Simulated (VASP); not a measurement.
Here is a VASP 6.6.1 calculation.

The input INCAR:

```
SYSTEM = MgS
PREC     = Accurate       ! precision mode
ENCUT    = 520            ! plane-wave cutoff, eV
EDIFF    = 1E-6           ! SCF threshold, eV
ISMEAR   = 0              ! smearing method
SIGMA    = 0.01           ! smearing width, eV
LREAL    = .FALSE.        ! projectors in reciprocal space
LASPH    = .TRUE.         ! aspherical terms in the spheres
NELM     = 60             ! most SCF steps
ALGO     = Normal         ! electronic algorithm
ISIF     = 2              ! what is computed and relaxed
LWAVE    = .FALSE.        ! write WAVECAR
LCHARG   = .TRUE.         ! write CHGCAR
GGA      = PE             ! functional
LELF     = .TRUE.         ! ELF
LVHAR    = .TRUE.       
NBANDS   = 11             ! bands
```

Contents of KPOINTS:

```
Automatic mesh
0
G
  4 4 4
  0 0 0
```

File POSCAR:

```
MgS
1.0
    0.0333446951      2.8359127679      2.8359127679
    2.8359127679      0.0333446951      2.8359127679
    2.8359127679      2.8359127679      0.0333446951
Mg S
1 1
Direct
    0.0011245605      0.0011245605      0.0011245605
    0.2488754395      0.2488754395      0.2488754395
```

Potentials or basis: VASP PAW PBE potentials, release 64 (Mg, S).

Launch:

```bash
$ cat potpaw_PBE.64/Mg/POTCAR potpaw_PBE.64/S/POTCAR > POTCAR
$ mpirun -np 1 vasp_std > vasp.out
```

Q: Predict the band gap on the k mesh.

A: 3.47 eV, direct.

Q: Estimate the pressure.

A: 1.8 GPa.

Stress tensor (GPa, compression positive):
```
 1.77 -0.36 -0.36
-0.36  1.77 -0.36
-0.36 -0.36  1.77
```

Caveat: the k points lie up to 0.48 Å⁻¹ apart; the cell differs from its parent crystal (epitaxial 111 strain -1.0%). A k mesh can miss the band edges.
